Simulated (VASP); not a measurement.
# WSe2 (P6_3/mmc) in VASP: notebook

The runs below take WSe2 through electric field gradients, with PBEsol.

Program: VASP 6.6.1. These are calculated values, not measurements. Logs are shortened: lines on timing, memory, paths and dates and some standing lists are left out, and cuts for length are marked.

## Step 1: The cell of the first run

Symmetry: P6_3/mmc, No. 194, hexagonal system. Conventional cell: a = 3.355 Å, b = 3.355 Å, c = 13.224 Å, α = 90.00°, β = 90.00°, γ = 120.00°. W (site symmetry -6m2) has 6 Se at 2.58 Å and 6 W at 3.35 Å within 3.4 Å. Se (site symmetry 3m) has 3 W at 2.58 Å and 6 Se at 3.35 Å within 3.4 Å.

## Step 2: Electric field gradients, PBEsol (volume scaled by 1.06)

INCAR

```
PREC = Accurate
ENCUT = 520
EDIFF = 1E-8
ISMEAR = -1
SIGMA = 0.08
LREAL = False
LASPH = True
NELM = 100
ALGO = Normal
ISIF = 2
LWAVE = False
LCHARG = False
GGA = PS
LEFG = True
NBANDS = 35
```

KPOINTS

```
regular mesh
0
Gamma
  11 11 3
```

POSCAR

```
WSe2
1.0
    3.3545246059      0.0000000000      0.0000000000
   -1.6772623029      2.9051035263      0.0000000000
    0.0000000000      0.0000000000     13.2243783068
W Se
2 4
Direct
    0.3333333333      0.6666666667      0.2500000000
    0.6666666667      0.3333333333      0.7500000000
    0.3333333333      0.6666666667      0.6210000000
    0.6666666667      0.3333333333      0.1210000000
    0.3333333333      0.6666666667      0.8790000000
    0.6666666667      0.3333333333      0.3790000000
```

Potentials or basis: VASP PAW PBE potentials, release 64 (W_sv, Se).

Launch:

```sh
cat potpaw_PBE.64/W_sv/POTCAR potpaw_PBE.64/Se/POTCAR > POTCAR
mpirun -np 1 vasp_std > vasp.out
```

OUTCAR:

```text
PREC = Accurate
   ENCUT = 520
   EDIFF = 1E-8
   ISMEAR = -1
   LREAL = False
   LASPH = True
   NELM = 100
   ISIF = 2
   GGA = PS

 ion  position               nearest neighbor table
   1  0.333  0.667  0.250-   4 2.58   6 2.58   4 2.58   6 2.58   4 2.58   6 2.58
   2  0.667  0.333  0.750-   3 2.58   5 2.58   3 2.58   5 2.58   3 2.58   5 2.58
   3  0.333  0.667  0.621-   2 2.58   2 2.58   2 2.58
   4  0.667  0.333  0.121-   1 2.58   1 2.58   1 2.58
   5  0.333  0.667  0.879-   2 2.58   2 2.58   2 2.58
   6  0.667  0.333  0.379-   1 2.58   1 2.58   1 2.58

  LATTYP: Found a hexagonal cell.
 ALAT       =     3.3545246059
 C/A-ratio  =     3.9422510968

  Lattice vectors:

 A1 = (   3.3545246059,   0.0000000000,   0.0000000000)
 A2 = (  -1.6772623029,   2.9051035263,   0.0000000000)
 A3 = (   0.0000000000,   0.0000000000,  13.2243783068)

Analysis of symmetry for initial positions (statically):
=====================================================================
 Subroutine PRICEL returns:
 Original cell was already a primitive cell.

 Routine SETGRP: Setting up the symmetry group for a
 hexagonal supercell.

 Subroutine GETGRP returns: Found 24 space group operations
 (whereof 12 operations were pure point group operations)
 out of a pool of 24 trial point group operations.

The static configuration has the point symmetry D_3d.
 The point group associated with its full space group is D_6h.

Analysis of symmetry for dynamics (positions and initial velocities):
=====================================================================
 Subroutine PRICEL returns:
 Original cell was already a primitive cell.

 Routine SETGRP: Setting up the symmetry group for a
 hexagonal supercell.

 Subroutine GETGRP returns: Found 24 space group operations
 (whereof 12 operations were pure point group operations)
 out of a pool of 24 trial point group operations.

The dynamic configuration has the point symmetry D_3d.
 The point group associated with its full space group is D_6h.

 Subroutine INISYM returns: Found 24 space group operations
 (whereof 12 operations are pure point group operations),
 and found     1 'primitive' translations

[... 153 lines left out ...]
 cond. band min:       6.4001103258   @ k =   0.1818   0.1818   0.0000
 fundamental gap:      0.9528412588
 Fermi energy:         5.8874826608

 k-point     1 :       0.0000    0.0000    0.0000
  band No.  band energies     occupation
      1     -68.8998      2.00000
      2     -68.8997      2.00000
      3     -33.0869      2.00000
      4     -33.0869      2.00000
      5     -32.9976      2.00000
      6     -32.9976      2.00000
[... 901 lines left out ...]
     34       9.0539      0.00000
     35      11.7688      0.00000

 [... further k-points ...]
[... 5 lines left out ...]
  --------------------------------------------------------------------------------------
  -------------------------------------------------------------------------------------
  Total       -6.3995198     -6.3995198     -6.5330839     -0.0000000      0.0000000      0.0000000
  in kB      -79.5591458    -79.5591458    -81.2196214     -0.0000000      0.0000000      0.0000000
  external PRESSURE =     -80.1126377 kB  Pullay stress =       0.0000000 kB

 VOLUME and BASIS-vectors are now :
 -----------------------------------------------------------------------------
  energy-cutoff  :      520.00
  volume of cell :      128.87
      direct lattice vectors                 reciprocal lattice vectors
     3.354524606  0.000000000  0.000000000     0.298104834  0.172110906  0.000000000
    -1.677262303  2.905103526  0.000000000     0.000000000  0.344221812  0.000000000
     0.000000000  0.000000000 13.224378307     0.000000000  0.000000000  0.075617921

 POSITION                                       TOTAL-FORCE (eV/Angst)
 -----------------------------------------------------------------------------------
     -0.00000      1.93674      3.30609         0.000000      0.000000     -0.000000
      1.67726      0.96837      9.91828        -0.000000     -0.000000     -0.000000
     -0.00000      1.93674      8.21234         0.000000     -0.000000      0.956572
      1.67726      0.96837      1.60015         0.000000     -0.000000      0.956572
     -0.00000      1.93674     11.62423        -0.000000     -0.000000     -0.956572
      1.67726      0.96837      5.01204        -0.000000      0.000000     -0.956572
 -----------------------------------------------------------------------------------
    total drift:                                0.000000     -0.000000      0.000000

  FREE ENERGIE OF THE ION-ELECTRON SYSTEM (eV)
  ---------------------------------------------------
  free  energy   TOTEN  =       -46.3337351927 eV

  energy  without entropy=      -46.3336098099  energy(sigma->0) =      -46.33367250

 Electric field gradients (V/A^2)
---------------------------------------------------------------------
 ion       V_xx      V_yy      V_zz      V_xy      V_xz      V_yz
---------------------------------------------------------------------
   1      70.686    70.687  -141.373     0.000    -0.000     0.000
   2      70.686    70.687  -141.373     0.000     0.000    -0.000
   3      32.675    32.674   -65.349    -0.000    -0.000     0.000
   4      32.675    32.674   -65.349    -0.000     0.000    -0.000
   5      32.675    32.674   -65.349    -0.000     0.000    -0.000
   6      32.675    32.674   -65.349    -0.000    -0.000     0.000
---------------------------------------------------------------------

 Electric field gradients after diagonalization (V/A^2)
 (convention: |V_zz| > |V_xx| > |V_yy|)
----------------------------------------------------------------------
 ion       V_xx      V_yy      V_zz     asymmetry (V_yy - V_xx)/ V_zz
----------------------------------------------------------------------
   1      70.687    70.686  -141.373       0.000
   2      70.687    70.686  -141.373       0.000
   3      32.675    32.674   -65.349       0.000
   4      32.675    32.674   -65.349       0.000
   5      32.675    32.674   -65.349       0.000
   6      32.675    32.674   -65.349       0.000
----------------------------------------------------------------------

           NMR quadrupolar parameters

 Cq : quadrupolar parameter    Cq=e*Q*V_zz/h
 eta: asymmetry parameters     (V_yy - V_xx)/ V_zz
 Q  : nuclear electric quadrupole moment in mb (millibarn)
----------------------------------------------------------------------
 ion       Cq(MHz)       eta       Q (mb)
----------------------------------------------------------------------
   1      -0.342       0.000       1.000
   2      -0.342       0.000       1.000
   3      -0.158       0.000       1.000
   4      -0.158       0.000       1.000
   5      -0.158       0.000       1.000
   6      -0.158       0.000       1.000
----------------------------------------------------------------------
```

OSZICAR:

```text
N       E                     dE             d eps       ncg     rms          rms(c)
DAV:   1     0.490848316579E+03    0.49085E+03   -0.27712E+04  2488   0.143E+03
DAV:   2    -0.171988318665E+02   -0.50805E+03   -0.49099E+03  2636   0.381E+02
DAV:   3    -0.478680264831E+02   -0.30669E+02   -0.30169E+02  2812   0.886E+01
DAV:   4    -0.485622839202E+02   -0.69426E+00   -0.68968E+00  2684   0.135E+01
DAV:   5    -0.485717736424E+02   -0.94897E-02   -0.94746E-02  2714   0.173E+00    0.272E+01
DAV:   6    -0.468491180602E+02    0.17227E+01   -0.72079E+00  2513   0.172E+01    0.912E+00
DAV:   7    -0.465659844089E+02    0.28313E+00   -0.34610E+00  2347   0.906E+00    0.547E+00
DAV:   8    -0.463345809980E+02    0.23140E+00   -0.45721E-01  2471   0.454E+00    0.129E+00
DAV:   9    -0.463358156506E+02   -0.12347E-02   -0.74509E-02  2641   0.127E+00    0.854E-01
DAV:  10    -0.463338989874E+02    0.19167E-02   -0.15212E-02  2444   0.839E-01    0.198E-01
DAV:  11    -0.463337831880E+02    0.11580E-03   -0.18153E-03  2497   0.275E-01    0.138E-01
DAV:  12    -0.463337439078E+02    0.39280E-04   -0.85205E-05  2622   0.466E-02    0.102E-01
DAV:  13    -0.463337342698E+02    0.96380E-05   -0.73543E-05  2515   0.519E-02    0.509E-03
DAV:  14    -0.463337352477E+02   -0.97784E-06   -0.40014E-06  2720   0.102E-02    0.751E-03
DAV:  15    -0.463337351182E+02    0.12952E-06   -0.28472E-07  2453   0.282E-03    0.722E-03
DAV:  16    -0.463337351840E+02   -0.65822E-07   -0.25789E-07  2493   0.284E-03    0.127E-03
DAV:  17    -0.463337351927E+02   -0.87011E-08   -0.20350E-08  1870   0.712E-04
   1 F= -.46333735E+02 E0= -.46333673E+02  d E =-.125383E-03
```

stdout:

```text
POSCAR found type information on POSCAR W Se
 POSCAR found :  2 types and       6 ions
 scaLAPACK will be used
 -----------------------------------------------------------------------------
|                                                                             |
|                                                                             |
|     You enforced a specific xc type in the INCAR file but a different       |
|     I HOPE YOU KNOW WHAT YOU ARE DOING!                                     |
|                                                                             |
 -----------------------------------------------------------------------------

 LDA part: xc-table for (Slater+PW92), standard interpolation
 POSCAR, INCAR and KPOINTS ok, starting setup
 FFT: planning ... GRIDC
 FFT: planning ... GRID_SOFT
 FFT: planning ... GRID
 WAVECAR not read
 entering main loop
ion   1

ion   2

ion   3

ion   4

ion   5

ion   6
```

Run time: 3.4 min. Hardware: 1 thread of Intel Xeon 6975P-C, shared host; peak memory 0.32 GiB.

What came out:

| Item | Value |
| --- | --- |
| Free energy | -46.3337 eV |
| Pressure | -8.0 GPa |
| Largest force | 0.957 eV/Å |
| Band gap on the k mesh | 0.95 eV, indirect (least direct gap 1.60 eV) |

Forces on the atoms (eV/Å):
```
W    0.000  0.000  0.000
W    0.000  0.000  0.000
Se   0.000  0.000  0.957
Se   0.000  0.000  0.957
Se   0.000  0.000 -0.957
Se   0.000  0.000 -0.957
```

Stress tensor (GPa, compression positive):
```
-7.96  0.00  0.00
 0.00 -7.96  0.00
 0.00  0.00 -8.12
```

Electric field gradients, principal values (V/Å²):
| atom | least | middle | greatest (by size) |
| --- | --- | --- | --- |
| 1 W | 70.686 | 70.687 | -141.373 |
| 2 W | 70.686 | 70.687 | -141.373 |
| 3 Se | 32.674 | 32.675 | -65.349 |
| 4 Se | 32.674 | 32.675 | -65.349 |
| 5 Se | 32.674 | 32.675 | -65.349 |
| 6 Se | 32.674 | 32.675 | -65.349 |

Caveat: without QUAD_EFG the Cq values of the log hold for a quadrupole moment of 1 mb, not for the nuclei; the PAW data sets were made with another functional, which shifts forces and pressure a little; spin-orbit coupling is left out, which moves the levels of the heavy elements; this functional lacks dispersion, which binds the layers, so the pressure and a relaxed spacing across them are unreliable. A k mesh can miss the band edges.

(Part 1 of 2 ends here.)
